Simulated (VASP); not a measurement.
A run of VASP 6.6.1 is set up as follows.

File INCAR:

```
SYSTEM = Ir
PREC = Accurate
ENCUT = 520
EDIFF = 1E-6
ISMEAR = -1
SIGMA = 0.05
LREAL = .False.
LASPH = .True.
NELM = 60
ALGO = Normal
ISIF = 2
LWAVE = .False.
LCHARG = .True.
GGA = PS
LELF = .True.
LVHAR = .True.
NBANDS = 10
```

Contents of KPOINTS:

```
regular mesh
0
Gamma
  15 15 15
  0 0 0
```

POSCAR

```
Ir
1.0
    0.0000000000      1.8813060000      1.9197000000
    1.8813060000      0.0000000000      1.9197000000
    1.8813060000      1.8813060000      0.0000000000
Ir
1
Direct
    0.0000000000      0.0000000000      0.0000000000
```

Potentials or basis: VASP PAW PBE potentials, release 64 (Ir).

Run with:

```bash
$ cat potpaw_PBE.64/Ir/POTCAR > POTCAR
$ mpirun -np 1 vasp_std > vasp.out
```

Estimate the pressure.

15.3 GPa.

Stress tensor (GPa, compression positive):
```
18.27  0.00  0.00
 0.00 18.27  0.00
 0.00  0.00  9.35
```

Caveat: the cell differs from its parent crystal (equal xx and yy strain of -2 %); the PAW data sets were made with another functional, which shifts forces and pressure a little.
